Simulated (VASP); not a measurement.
ZnSe, 2 atoms in the cell. The structure is cubic, space group F-43m (No. 216). The conventional cell has a = 5.639 Å, b = 5.639 Å, c = 5.639 Å, α = 90.00°, β = 90.00°, γ = 90.00°. Zn (site symmetry -43m) has 4 Se at 2.44 Å within 3.2 Å. Se (site symmetry -43m) has 4 Zn at 2.44 Å within 3.2 Å. 

```yaml
Program: VASP 6.6.1
Task: single point
Functional: r2SCAN
Dispersion: rVV10
Potentials_or_basis: VASP PAW PBE potentials, release 64 (Zn, Se)
Cutoff: 520 eV
k_mesh: 8 × 8 × 8
Occupations: fermi-dirac, width 0.03 eV
Spin: no spin polarisation
Dipole_correction: no
Further_INCAR_settings: ALGO = Normal; EDIFF = 1e-06; NBANDS = 16
```

Potentials or basis: VASP PAW PBE potentials, release 64 (Zn, Se).

Launch:

```console
$ cat potpaw_PBE.64/Zn/POTCAR potpaw_PBE.64/Se/POTCAR > POTCAR
$ cp INCAR.step1 INCAR
$ mpirun -np 1 vasp_std > vasp.out
$ cp INCAR.step2 INCAR
$ mpirun -np 1 vasp_std > vasp.out
```

Hardware: 1 thread of Intel(R) Xeon(R) 6975P-C (Granite Rapids) (shared host).

How long does it take, and how much memory?

Wall time 69 s on 1 thread of Intel(R) Xeon(R) 6975P-C (Granite Rapids), with other jobs on the host, peak memory 0.28 GiB. Counts: k points 29.
